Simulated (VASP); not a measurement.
Wanted: the native input for a VASP 6.6.1 run.

```yaml
Task: single point
Functional: LDA
Potentials_or_basis: VASP PAW PBE potentials, release 64 (Gd)
Cutoff: 520 eV
k_mesh: 10 × 10 × 6
Occupations: fermi-dirac, width 0.05 eV
Spin: collinear spin, ferromagnetic start
Starting_moments: "[7.214, 7.214] μB"
Dipole_correction: no
Further_INCAR_settings: ALGO = Normal; EDIFF = 1e-06; NBANDS = 29
```

The structure of Gd lies in POSCAR:

```
Gd
1.0
    3.4841536640      0.0000000000      0.0000000000
   -1.7420768320      3.0173655837      0.0000000000
    0.0000000000      0.0000000000      5.5867162136
Gd
2
Direct
    0.3333333333      0.6666666667      0.2500000000
    0.6666666667      0.3333333333      0.7500000000
```

One way to write it, as run:

INCAR

```
PREC = Accurate
ENCUT = 520
EDIFF = 1E-6
ISMEAR = -1
SIGMA = 0.05
LREAL = F
LASPH = T
NELM = 150
ALGO = Normal
ISIF = 2
LWAVE = F
LCHARG = F
ISPIN = 2
MAGMOM = 7.214 7.214
LORBIT = 11
LMAXMIX = 6
GGA = CA
NBANDS = 29
```

KPOINTS

```
Automatic mesh
0
Gamma
  10 10 6
```

Potentials or basis: VASP PAW PBE potentials, release 64 (Gd).

Command:

```bash
$ cat potpaw_PBE.64/Gd/POTCAR > POTCAR
$ mpirun -np 1 vasp_std > vasp.out
```

It gave:

| Item | Value |
| --- | --- |
| Pressure | -0.1 GPa |
| Net moment | 14.64 μB per cell |
| Site moments | Gd +6.89 μB |
| Valence electrons inside the program's atomic spheres | Gd 15.25 |

Caveat: the PAW data sets were made with another functional, which shifts forces and pressure a little.

It took 3.2 min on 1 thread of Intel(R) Xeon(R) 6975P-C (Granite Rapids), with other jobs on the host, peak memory 0.27 GiB.
